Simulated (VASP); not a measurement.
Input of a VASP 6.6.1 run:

File POSCAR:

```
KCl
1.0
    0.0000000000      3.5072828304      3.5072828304
    3.5072828304      0.0000000000      3.5072828304
    3.5072828304      3.5072828304      0.0000000000
K Cl
1 1
Direct
    0.0000000000      0.0000000000      0.0000000000
    0.2500000000      0.2500000000      0.2500000000
```

The input INCAR.step1:

```
SYSTEM = KCl
  PREC = Accurate
  ENCUT = 520
  ISMEAR = 0
  SIGMA = 0.5
  LREAL = .FALSE.
  LASPH = .TRUE.
  NELM = 60
  NBANDS = 15
  GGA = PE
  ALGO = Normal
  EDIFF = 1E-4
  LWAVE = .TRUE.
  LCHARG = .FALSE.
```

INCAR.step2

```
SYSTEM = KCl
  PREC = Accurate
  ENCUT = 520
  EDIFF = 1E-6
  ISMEAR = 0
  SIGMA = 0.5
  LREAL = .FALSE.
  LASPH = .TRUE.
  NELM = 60
  ALGO = Normal
  ISIF = 2
  LWAVE = .FALSE.
  LCHARG = .FALSE.
  METAGGA = R2SCAN
  LMIXTAU = .TRUE.
  NBANDS = 15
  ISTART = 1
```

File KPOINTS:

```
regular mesh
0
G
  4 4 4
  0 0 0
```

Potentials or basis: VASP PAW PBE potentials, release 64 (K_sv, Cl).

Command:

```sh
$ cat potpaw_PBE.64/K_sv/POTCAR potpaw_PBE.64/Cl/POTCAR > POTCAR
$ cp INCAR.step1 INCAR
$ mpirun -np 1 vasp_std > vasp.out
$ cp INCAR.step2 INCAR
$ mpirun -np 1 vasp_std > vasp.out
```

Question: What does it give for the pressure?

Answer: 0.0 GPa.

Question: Estimate the band gap on the k mesh.

Answer: 5.35 eV (least direct gap 5.39 eV).

Caveat: so wide a smearing shifts energies and pressures; the structure was generated, so it needn't be the stable form of KCl; the PAW data sets were made with another functional, which shifts forces and pressure a little. A k mesh can miss the band edges.
